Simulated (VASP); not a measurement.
Set up this calculation in VASP 6.6.1, as the native input.

| Quantity | Value |
| --- | --- |
| Task | single point |
| Functional | PBE |
| Potentials or basis | VASP PAW PBE potentials, release 64 (Eu) |
| Cutoff | 520 eV |
| k mesh | 9 × 9 × 9 |
| Occupations | fermi-dirac, width 0.08 eV |
| Spin | collinear spin, ferromagnetic start |
| Starting moments | [7.0] μB |
| Hubbard terms | Eu f U = 6.0 eV |
| Dipole correction | no |
| Further INCAR settings | ALGO = Normal; EDIFF = 1e-07; NBANDS = 18 |

The structure of Eu lies in POSCAR:

```
Eu
1.0
    0.0000000000      2.7893026914      2.7893026914
    2.7893026914      0.0000000000      2.7893026914
    2.7893026914      2.7893026914      0.0000000000
Eu
1
Direct
    0.0000000000      0.0000000000      0.0000000000
```

This isn't the form of Eu at room conditions, which is bcc.

One way to write it, as run:

INCAR

```
PREC = Accurate
ENCUT = 520
EDIFF = 1E-7
ISMEAR = -1
SIGMA = 0.08
LREAL = F
LASPH = T
NELM = 150
ALGO = Normal
ISIF = 2
LWAVE = F
LCHARG = F
ISPIN = 2
MAGMOM = 7
LORBIT = 11
LMAXMIX = 6
LDAU = T
LDAUTYPE = 2
LDAUL = 3
LDAUU = 6
LDAUJ = 0
LDAUPRINT = 1
GGA = PE
NBANDS = 18
```

KPOINTS

```
regular mesh
0
Gamma
  9 9 9
```

Potentials or basis: VASP PAW PBE potentials, release 64 (Eu).

The run is started by

```sh
$ cat potpaw_PBE.64/Eu/POTCAR > POTCAR
$ mpirun -np 1 vasp_std > vasp.out
```

Results of the run:

| Quantity | Value |
| --- | --- |
| Pressure | 1.5 GPa |
| Net moment | 7.43 μB per cell |
| Site moments | Eu +6.83 μB |
| Valence electrons inside the program's atomic spheres | Eu 14.88 |

It took 55 s on 1 thread of Intel(R) Xeon(R) Platinum 8488C (Sapphire Rapids) (shared host), peak memory 0.22 GiB.
